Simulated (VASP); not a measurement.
# Pb (C2/m) in VASP: single point with PBE

Aim: the single point of Pb with PBE.

All numbers are computed with VASP 6.6.1; they aren't measurements. Logs are shortened: lines on timing, memory, paths and dates and some standing lists are left out, and cuts for length are marked.

### Step 1. The cell of the first run

The typed cell holds 1 atom: a = 3.560 Å, b = 3.560 Å, c = 3.563 Å, α = 119.83°, β = 119.83°, γ = 90.33°.

The cell was built from a structure type or drawn by symmetry, and may not be a known phase.

### Step 2. Single point, PBE

INCAR reads:

```
SYSTEM = Pb
ALGO = Fast ; EDIFF = 1E-6
ENCUT = 520 ; GGA = PE
ISIF = 2 ; ISMEAR = 0
LASPH = .TRUE. ; LCHARG = .FALSE.
LREAL = .FALSE. ; LWAVE = .FALSE.
NBANDS = 13 ; NELM = 80
PREC = Accurate ; SIGMA = 0.1
```

KPOINTS reads:

```
k-points
0
G
  18 18 22
  0 0 0
```

POSCAR reads:

```
Pb
1.0
    2.5096347588     -2.5245251349     -0.0444076250
    2.5096347588      2.5245251349     -0.0444076250
   -2.4685861931      0.0000000000      2.5690464217
Pb
1
Direct
    0.0000000000      0.0000000000      0.5000000000
```

Potentials or basis: VASP PAW PBE potentials, release 64 (Pb_d).

Run with:

```
cat potpaw_PBE.64/Pb_d/POTCAR > POTCAR
mpirun -np 1 vasp_std > vasp.out
```

OUTCAR:

```text
SYSTEM = Pb
   EDIFF = 1E-6
   ENCUT = 520
   GGA = PE
   ISIF = 2
   ISMEAR = 0
   LASPH = .TRUE.
   LREAL = .FALSE.
   NELM = 80
   PREC = Accurate

 ion  position               nearest neighbor table
   1  0.000  0.000  0.500-

  Warning from LATTYP: Got some problem with cell dimensions!
  Tried to take original basis but could not verify dimensions!
  LATTYP: Found a base centered monoclinic cell.
 ALAT       =     5.0200552426
 B/A-ratio  =     1.0057758383
 C/A-ratio  =     0.7087058574
 COS(beta)  =    -0.7044926934

  Lattice vectors:

 A1 = (  -2.5096347588,   2.5245251349,   0.0444076250)
 A2 = (  -2.5096347588,  -2.5245251349,   0.0444076250)
 A3 = (   2.5506833245,   0.0000000000,   2.4802311717)

Analysis of symmetry for initial positions (statically):
=====================================================================
 Subroutine PRICEL returns:
 Original cell was already a primitive cell.

 Routine SETGRP: Setting up the symmetry group for a
 base centered monoclinic supercell.

 Subroutine GETGRP returns: Found  4 space group operations
 (whereof  4 operations were pure point group operations)
 out of a pool of  4 trial point group operations.

The static configuration has the point symmetry C_2h.

Analysis of symmetry for dynamics (positions and initial velocities):
=====================================================================
 Subroutine PRICEL returns:
 Original cell was already a primitive cell.

 Routine SETGRP: Setting up the symmetry group for a
 base centered monoclinic supercell.

 Subroutine GETGRP returns: Found  4 space group operations
 (whereof  4 operations were pure point group operations)
 out of a pool of  4 trial point group operations.

The dynamic configuration has the point symmetry C_2h.

 Subroutine INISYM returns: Found  4 space group operations
 (whereof  4 operations are pure point group operations),
 and found     1 'primitive' translations

----------------------------------------------------------------------------------------

                                     Primitive cell

  volume of cell :      31.9996

  direct lattice vectors                    reciprocal lattice vectors
     2.509634759 -2.524525135 -0.044407625     0.202678300 -0.198057050  0.194752749
     2.509634759  2.524525135 -0.044407625     0.202678300  0.198057050  0.194752749
    -2.468586193  0.000000000  2.569046422     0.007006850  0.000000000  0.395982340

  length of vectors
[... 87 lines left out ...]
   ISYM   =      2    0-nonsym 1-usesym 2-fastsym
   POTIM  = 0.5000    time-step for ionic-motion
   TEBEG  =    0.0;   TEEND  =   0.0 temperature during run
   PSTRESS=    0.0 pullay stress
   NELECT =      14.0000    total number of electrons
   NUPDOWN=      -1.0000    fix difference up-down
   EMIN   =  10.00;   EMAX   =-10.00  energy-range for DOS
   EFERMI =   0.00;   METHOD = LEGACY
   ISMEAR =     0;   SIGMA  =   0.10  broadening in eV -4-tet -1-fermi 0-gaus
   EFERMI_NEDOS =   21; number of points for ismear=-14 and -15
   IALGO  =     68    algorithm
   IMIX   =      4    mixing-type and parameters
     AMIX     =   0.40;   BMIX     =  1.00
     AMIX_MAG =   1.60;   BMIX_MAG =  1.00
  volume/ion in A,a.u.               =      32.00       215.94
  Fermi-wavevector in a.u.,A,eV,Ry     =   1.242804  2.348559 21.015045  1.544562
  Thomas-Fermi vector in A             =   2.377143
   LORBIT       =      0    0 simple, 1 ext, 2 COOP (PROOUT), +10 PAW based schemes
   GGA     = PE    functional components
   LHFCALC =     F    Hartree Fock is set to
   AEXX    =    0.0000 exact exchange contribution
   IVDW    =     0    specifies the selected vdW correction
   LEPSILON=     F    determine dielectric tensor
   LRPA    =     F    only Hartree local field effects (RPA)
 non-spin polarized calculation
 RMM-DIIS sequential band-by-band and
 Gauss-broadening in eV      SIGMA  =   0.10
  energy-cutoff  :      520.00
  volume of cell :       32.00
 maximum number of plane-waves:       889
   NGX = 13   NGY = 13   NGZ = 13

 number of electron      14.0000003 magnetization

 Free energy of the ion-electron system (eV)
  ---------------------------------------------------
  ext. energy  EPLUGINS =         0.00000000
  ---------------------------------------------------
  free energy    TOTEN  =        -3.56475049 eV

  energy without entropy =       -3.56175573  energy(sigma->0) =       -3.56325311

 E-fermi :   6.7257     XC(G=0):  -9.9289

 val. band max:        6.7239389540   @ k =   0.4444   0.3889   0.0000
 cond. band min:       6.7261495970   @ k =  -0.2222   0.1667   0.2273
 fundamental gap:      0.0022106430
 Fermi energy:         6.7256571328

 k-point     1 :       0.0000    0.0000    0.0000
  band No.  band energies     occupation
      1     -10.3467      2.00000
      2     -10.3455      2.00000
      3     -10.3396      2.00000
      4     -10.2285      2.00000
      5     -10.2232      2.00000
      6      -4.7069      2.00000
      7      13.6759      0.00000
      8      13.6954      0.00000
      9      13.7076      0.00000
     10      16.4187      0.00000
     11      17.3537      0.00000
     12      18.7872      0.00000
     13      18.8047      0.00000
[... 354 lines left out ...]
  band No.  band energies     occupation
      1     -10.3514      2.00000
      2     -10.3111      2.00000
      3     -10.3048      2.00000
      4     -10.2285      2.00000
      5     -10.1977      2.00000
      6      -3.9069      2.00000
      7       8.7141      0.00000
      8      12.3692      0.00000
      9      12.8907      0.00000
     10      15.8375      0.00000
     11      17.7229      0.00000
     12      19.0429      0.00000
     13      19.6443      0.00000

 [... further k-points ...]

------------------------ aborting loop because EDIFF is reached ----------------------------------------

  FORCE on cell =-STRESS in cart. coord.  units (eV):
  Direction    XX          YY          ZZ          XY          YZ          ZX
  --------------------------------------------------------------------------------------
  -------------------------------------------------------------------------------------
  Total       -0.0078210     -0.0135765     -0.0093502      0.0000000      0.0000000     -0.0019908
  in kB       -0.3915884     -0.6797553     -0.4681526      0.0000000      0.0000000     -0.0996766
  external PRESSURE =      -0.5131654 kB  Pullay stress =       0.0000000 kB

 VOLUME and BASIS-vectors are now :
 -----------------------------------------------------------------------------
  energy-cutoff  :      520.00
  volume of cell :       32.00
      direct lattice vectors                 reciprocal lattice vectors
     2.509634759 -2.524525135 -0.044407625     0.202678300 -0.198057050  0.194752749
     2.509634759  2.524525135 -0.044407625     0.202678300  0.198057050  0.194752749
    -2.468586193  0.000000000  2.569046422     0.007006850  0.000000000  0.395982340

 POSITION                                       TOTAL-FORCE (eV/Angst)
 -----------------------------------------------------------------------------------
     -1.23429      0.00000      1.28452         0.000000      0.000000      0.000000
 -----------------------------------------------------------------------------------
    total drift:                               -0.000000      0.000000      0.000000

  FREE ENERGIE OF THE ION-ELECTRON SYSTEM (eV)
  ---------------------------------------------------
  free  energy   TOTEN  =        -3.5647504910 eV

  energy  without entropy=       -3.5617557273  energy(sigma->0) =       -3.56325311
```

stdout:

```text
POSCAR found type information on POSCAR Pb
 POSCAR found :  1 types and       1 ions
 scaLAPACK will be used
 LDA part: xc-table for (Slater+PW92), standard interpolation
 POSCAR, INCAR and KPOINTS ok, starting setup
 FFT: planning ... GRIDC
 FFT: planning ... GRID_SOFT
 FFT: planning ... GRID
 WAVECAR not read
 entering main loop
WARNING in EDDRMM: call to ZHEGV failed, returncode =   6  3     12
WARNING in EDDRMM: call to ZHEGV failed, returncode =   8  4     12
WARNING in EDDRMM: call to ZHEGV failed, returncode =   8  4     12
WARNING in EDDRMM: call to ZHEGV failed, returncode =   8  4     12
WARNING in EDDRMM: call to ZHEGV failed, returncode =   6  3     13
WARNING in EDDRMM: call to ZHEGV failed, returncode =   6  3     13
WARNING in EDDRMM: call to ZHEGV failed, returncode =   8  4     11
WARNING in EDDRMM: call to ZHEGV failed, returncode =   8  4     12
WARNING in EDDRMM: call to ZHEGV failed, returncode =   8  4     13
WARNING in EDDRMM: call to ZHEGV failed, returncode =   8  4     12
```

It took 16 min on 1 thread of Intel Xeon 8259CL, shared host; peak memory 0.78 GiB.

Results:

- Free energy: -3.5648 eV
- Pressure: -0.1 GPa
- Band gap on the k mesh: zero (bands 7 and 8 overlap by 8.56 eV)

Levels at points of the mesh, in eV from the Fermi level:
```tsv
k point	band 4	band 5	band 6	band 7	band 8	band 9	band 10	band 11
(0.00, 0.00, 0.00)	-16.95	-16.95	-11.43	6.95	6.97	6.98	9.69	10.63
(0.50, 0.00, 0.00)	-16.84	-16.83	-8.11	-3.97	5.20	5.29	8.96	9.17
(0.50, 0.50, 0.00)	-16.81	-16.81	-6.85	-3.11	1.96	2.01	5.21	6.47
(0.00, 0.00, 0.50)	-16.81	-16.80	-6.85	-3.11	1.96	2.00	5.22	6.47
(0.50, 0.00, 0.50)	-16.84	-16.84	-8.12	-3.98	5.22	5.31	8.97	9.17
(0.50, 0.50, 0.50)	-16.81	-16.81	-6.79	-3.06	1.91	1.91	5.15	6.41
```

Caveat: spin-orbit coupling is left out, which moves the levels of the heavy elements.
